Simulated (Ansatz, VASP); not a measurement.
## Two plane-wave programs on GaAs

```
CELL_PARAMETERS angstrom
0.00000 2.82685 2.82685
2.82685 0.00000 2.82685
2.82685 2.82685 0.00000
ATOMIC_POSITIONS crystal
Ga 0.00000 0.00000 0.00000
As 0.75000 0.75000 0.75000
```

Alike in both runs: task single point; functional r2SCAN; k mesh 8 × 8 × 8; no spin polarisation.

|  | VASP | Ansatz |
| --- | --- | --- |
| version | VASP 6.6.1 | Ansatz 0.2.0 |
| potentials or method | VASP PAW PBE potentials, release 64 (Ga_d, As) | plane waves, PAW |
| plane-wave cutoff (eV) | 550 | 500 |
| occupations | gaussian, width 0.01 eV | fixed |
| valence electrons in the cell | 18 | 28 |

```csv
,VASP,Ansatz,Ansatz less VASP
gap on the k mesh at the Fermi level (eV),1.00,1.02,+0.019
```

VASP's potentials were made for PBE, not for r2SCAN. VASP's potentials hold 18 valence electrons a cell and Ansatz's 28, so a difference there can come from the potentials and not from the codes.
